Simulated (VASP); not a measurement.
# MoH6 (P1) in VASP: single point with PBE

Aim: the single point of MoH6 with PBE.

All numbers are computed with VASP 6.6.1; they aren't measurements. Logs are shortened: lines on timing, memory, paths and dates and some standing lists are left out, and cuts for length are marked.

**1. The cell of the first run**

The typed cell holds 14 atoms: a = 2.846 Å, b = 2.850 Å, c = 25.086 Å, α = 90.29°, β = 92.29°, γ = 118.79°.

**2. Single point, PBE**

Contents of INCAR:

```
SYSTEM = MoH6
PREC = Accurate
ENCUT = 520
EDIFF = 1E-6
ISMEAR = 0
SIGMA = 0.2
LREAL = .FALSE.
LASPH = .TRUE.
NELM = 60
ALGO = Fast
ISIF = 2
LWAVE = .FALSE.
LCHARG = .TRUE.
GGA = PE
LELF = .TRUE.
LVHAR = .TRUE.
NBANDS = 33
```

Contents of KPOINTS:

```
regular mesh
0
G
  8 8 1
  0 0 0
```

Contents of POSCAR:

```
MoH6
1.0
    2.8461564197     -0.0106521991     -0.0098398760
   -1.3630831534      2.5029591975      0.0031490438
   -0.9203857691     -0.6779011888     25.0596661157
H Mo
12 2
Direct
   -0.0054693300      0.8880183823      0.9165423026
    0.9679333880      0.0494275484      0.0878578608
    0.3861308482      0.6676034106      0.6425898106
    0.1479142898      0.5442423619      0.6232570565
    0.6481516488      0.3874191213      0.7777640880
    0.8027032757      0.3267543318      0.7579252893
    0.0891997620      0.1296369619      0.4872762988
    0.9690315770      0.9049734607      0.5063330620
    0.2885686053      0.5673556555      0.2235481921
    0.2905247000      0.7626232162      0.2437656989
    0.6379106740      0.3053767670      0.3547590964
    0.8149097015      0.5290973461      0.3739830035
    0.3631615202      0.5506816464      0.9579784578
    0.5993293396      0.3867897899      0.0464197826
```

Potentials or basis: VASP PAW PBE potentials, release 64 (H, Mo_sv).

Command:

```console
$ cat potpaw_PBE.64/H/POTCAR potpaw_PBE.64/Mo_sv/POTCAR > POTCAR
$ mpirun -np 1 vasp_std > vasp.out
```

OUTCAR:

```text
SYSTEM = MoH6
   PREC = Accurate
   ENCUT = 520
   EDIFF = 1E-6
   ISMEAR = 0
   LREAL = .FALSE.
   LASPH = .TRUE.
   NELM = 60
   ISIF = 2
   GGA = PE

 ion  position               nearest neighbor table
   1  0.995  0.888  0.917-  13 1.93  13 1.93  13 2.00
   2  0.968  0.049  0.088-  14 1.93  14 1.93  14 2.00
   3  0.386  0.668  0.643-   4 0.75
   4  0.148  0.544  0.623-   3 0.75
   5  0.648  0.387  0.778-   6 0.75
   6  0.803  0.327  0.758-   5 0.75
   7  0.089  0.130  0.487-   8 0.75
   8  0.969  0.905  0.506-   7 0.75
   9  0.289  0.567  0.224-  10 0.75
  10  0.291  0.763  0.244-   9 0.75
  11  0.638  0.305  0.355-  12 0.75
  12  0.815  0.529  0.374-  11 0.75
  13  0.363  0.551  0.958-   1 1.93   1 1.93   1 2.00  14 2.41  14 3.05  14 3.06
  14  0.599  0.387  0.046-   2 1.93   2 1.93   2 2.00  13 2.41  13 3.05  13 3.06

  LATTYP: Found a triclinic cell.
 ALAT       =     2.8461933627
 B/A-ratio  =     1.0013565779
 C/A-ratio  =     8.9025426423
 COS(alpha) =     0.0007332768
 COS(beta)  =     0.1308478504
 COS(gamma) =     0.4815500828

  Lattice vectors:

 A1 = (  -2.8461564197,   0.0106521991,   0.0098398760)
 A2 = (  -1.3630831534,   2.5029591975,   0.0031490438)
 A3 = (  -3.4088439169,  -1.8037536105, -25.0431354075)

Analysis of symmetry for initial positions (statically):
=====================================================================
 Subroutine PRICEL returns:
 Original cell was already a primitive cell.

 Routine SETGRP: Setting up the symmetry group for a
 triclinic supercell.

 Subroutine GETGRP returns: Found  1 space group operations
 (whereof  1 operations were pure point group operations)
 out of a pool of  2 trial point group operations.

The static configuration has the point symmetry C_1 .

Analysis of symmetry for dynamics (positions and initial velocities):
=====================================================================
 Subroutine PRICEL returns:
 Original cell was already a primitive cell.

 Routine SETGRP: Setting up the symmetry group for a
 triclinic supercell.

 Subroutine GETGRP returns: Found  1 space group operations
 (whereof  1 operations were pure point group operations)
 out of a pool of  2 trial point group operations.

The dynamic configuration has the point symmetry C_1 .

 Subroutine INISYM returns: Found  1 space group operations
 (whereof  1 operations are pure point group operations),
[... 135 lines left out ...]
   ISMEAR =     0;   SIGMA  =   0.20  broadening in eV -4-tet -1-fermi 0-gaus
   EFERMI_NEDOS =   21; number of points for ismear=-14 and -15
   IALGO  =     68    algorithm
   IMIX   =      4    mixing-type and parameters
     AMIX     =   0.40;   BMIX     =  1.00
     AMIX_MAG =   1.60;   BMIX_MAG =  1.00
  volume/ion in A,a.u.               =      12.72        85.86
  Fermi-wavevector in a.u.,A,eV,Ry     =   0.995058  1.880387 13.471681  0.990141
  Thomas-Fermi vector in A             =   2.127052
   LORBIT       =      0    0 simple, 1 ext, 2 COOP (PROOUT), +10 PAW based schemes
   GGA     = PE    functional components
   LHFCALC =     F    Hartree Fock is set to
   AEXX    =    0.0000 exact exchange contribution
   IVDW    =     0    specifies the selected vdW correction
   LEPSILON=     F    determine dielectric tensor
   LRPA    =     F    only Hartree local field effects (RPA)
 non-spin polarized calculation
 RMM-DIIS sequential band-by-band and
 Gauss-broadening in eV      SIGMA  =   0.20
  energy-cutoff  :      520.00
  volume of cell :      178.13
 maximum number of plane-waves:      4839
 NGX is ok and might be reduce to    24
   NGX = 11   NGY = 11   NGZ = 93

 number of electron      40.0000001 magnetization

 Free energy of the ion-electron system (eV)
  ---------------------------------------------------
  ext. energy  EPLUGINS =         0.00000000
  ---------------------------------------------------
  free energy    TOTEN  =       -61.68379623 eV

  energy without entropy =      -61.64495656  energy(sigma->0) =      -61.66437640

 E-fermi :  -0.6245     XC(G=0):  -6.6697

 val. band max:       -0.6867015879   @ k =   0.0000   0.1250  -0.0000
 cond. band min:      -0.6151960022   @ k =  -0.1250   0.3750  -0.0000
 fundamental gap:      0.0715055857
 Fermi energy:        -0.6244989486

 k-point     1 :       0.0000    0.0000    0.0000
  band No.  band energies     occupation
      1     -61.6650      2.00000
      2     -61.4221      2.00000
      3     -36.3467      2.00000
      4     -35.2940      2.00000
      5     -35.1836      2.00000
      6     -35.1567      2.00000
[... 829 lines left out ...]
     31       6.7141      0.00000
     32       6.8200      0.00000

 [... further k-points ...]

 [bands above 32 left out]

------------------------ aborting loop because EDIFF is reached ----------------------------------------

  FORCE on cell =-STRESS in cart. coord.  units (eV):
  Direction    XX          YY          ZZ          XY          YZ          ZX
  --------------------------------------------------------------------------------------
  -------------------------------------------------------------------------------------
  Total       -0.0351004     -0.1367231     -0.0521456      0.0125223     -0.0487107      0.0179317
  in kB       -0.3157062     -1.2297398     -0.4690171      0.1126300     -0.4381230      0.1612843
  external PRESSURE =      -0.6714877 kB  Pullay stress =       0.0000000 kB

 VOLUME and BASIS-vectors are now :
 -----------------------------------------------------------------------------
  energy-cutoff  :      520.00
  volume of cell :      178.13
      direct lattice vectors                 reciprocal lattice vectors
     2.846156420 -0.010652199 -0.009839876     0.352131311  0.191743916  0.018119957
    -1.363083153  2.502959198  0.003149044     0.001536011  0.400349886  0.010886473
    -0.920385769 -0.677901189 25.059666116     0.000138074  0.000024981  0.039910508

 POSITION                                       TOTAL-FORCE (eV/Angst)
 -----------------------------------------------------------------------------------
      0.77657      1.59075     22.96125         0.005875     -0.002759     -0.007972
      2.60665      0.05385      2.19232        -0.005667      0.003076      0.007557
     -0.40244      1.23126     16.10139        -0.003059     -0.001281     -0.008307
     -0.89450      0.93813     15.61887         0.003360      0.000756      0.008579
      0.60081      0.43554     19.48535         0.004163      0.000650     -0.009949
      1.14164      0.29550     18.98649        -0.003712     -0.000236      0.010062
     -0.37131     -0.00680     12.21051        -0.000115     -0.002357      0.006803
      1.05844      1.91155     12.68185         0.000067      0.002489     -0.006567
     -0.15779      1.26545      5.60099        -0.000694      0.004496      0.009698
     -0.43700      1.74047      6.10823         0.000296     -0.004825     -0.011819
      1.07282      0.51706      8.88483         0.002948      0.006230      0.010983
      1.25395      1.06210      9.36554        -0.003043     -0.005935     -0.008661
     -0.59872      0.72505     24.00478        -0.018953      0.023679     -0.064205
      1.13583      0.93027      1.15858         0.018534     -0.023982      0.063797
 -----------------------------------------------------------------------------------
    total drift:                               -0.000085      0.000126     -0.000396

  FREE ENERGIE OF THE ION-ELECTRON SYSTEM (eV)
  ---------------------------------------------------
  free  energy   TOTEN  =       -61.6837962301 eV

  energy  without entropy=      -61.6449565607  energy(sigma->0) =      -61.66437640
```

Run time: 5.8 min. Hardware: 1 thread of Oxide Virtual Turin-like, shared host; peak memory 0.37 GiB.

Results:

```yaml
Free_energy: -61.6838 eV
Pressure: -0.1 GPa
Largest_force: 0.071 eV/Å
Band_gap_on_the_k_mesh: zero (bands 20 and 21 overlap by 1.75 eV)
```

Forces on the atoms (eV/Å):
```
H    0.006 -0.003 -0.008
H   -0.006  0.003  0.008
H   -0.003 -0.001 -0.008
H    0.003  0.001  0.009
H    0.004  0.001 -0.010
H   -0.004  0.000  0.010
H    0.000 -0.002  0.007
H    0.000  0.002 -0.007
H   -0.001  0.004  0.010
H    0.000 -0.005 -0.012
H    0.003  0.006  0.011
H   -0.003 -0.006 -0.009
Mo  -0.019  0.024 -0.064
Mo   0.019 -0.024  0.064
```

The gap in the log of VASP goes by the Fermi energy; the results here count the filled bands.